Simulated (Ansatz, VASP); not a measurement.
**ZrMo3 in VASP and in Ansatz**

```
Zr Mo
1.0
     4.65284    0.00000    0.00000
    -2.32642    4.02948    0.00000
     0.00000    0.00000    4.89166
Zr Mo
1 3
Direct
  0.00000 0.00000 0.00000
  0.00000 0.00000 0.50000
  0.33333 0.66667 0.00000
  0.66667 0.33333 0.00000
```

Alike in both runs: functional PBE; k mesh 12 × 12 × 10; occupations gaussian, width 0.1 eV; no spin polarisation.

Ansatz relaxed the structure, and its values are those at the end. VASP's run is a single point on that final structure, the one shown.

|  | VASP | Ansatz |
| --- | --- | --- |
| version | VASP 6.6.1 | Ansatz 0.2.0 |
| potentials or method | VASP PAW PBE potentials, release 64 (Zr_sv, Mo_sv), cutoff 500 eV | scalar-relativistic, plane waves, PAW |
| valence electrons in the cell | 54 | 54 |

Ansatz gave:

- gap on the k mesh at the Fermi level (eV): none
- pressure (GPa): 0.0

Task: What did VASP give for the same quantities?

Result: gap on the k mesh at the Fermi level (eV): none; pressure (GPa): 0.2.

A gap of «none» marks a metal or a gap that the smearing closes. The functional is the same, so the differences come from potentials, cutoffs and numerics.
